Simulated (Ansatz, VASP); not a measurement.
H in VASP and in Ansatz

```
H
1.0
     0.00000    2.44047    0.00000
     2.77262   -1.22024    0.00000
     0.00000    0.00000  -11.48200
H
2
Direct
  0.82900 0.65800 0.75000
  0.17100 0.34200 0.25000
```

Alike in both runs: task single point; functional HSE06; k mesh 5 × 5 × 1; occupations gaussian, width 0.0132 eV; no spin polarisation.

```csv
,VASP,Ansatz
version,VASP 6.6.1,Ansatz 0.2.0
potentials or method,"VASP PAW PBE potentials, release 64 (H), cutoff 520 eV",PAW plane waves
valence electrons in the cell,2,2
```

VASP gave:

```
pressure (GPa)                                                : -4.0
traceless stress, the component that is largest in VASP (GPa) : -6.32
```

Question: Estimate Ansatz's values.

Answer: Pressure (GPa): -3.9; traceless stress, the component that is largest in VASP (GPa): -6.31.

The functional is the same, so the differences come from potentials, cutoffs and numerics. Ansatz's warnings: filled band counts differ across k points, stress exchange threshold loose, stress scf threshold loose, xc potential rough in thin density.

The k mesh is coarse, so the values compare programs but aren't converged.
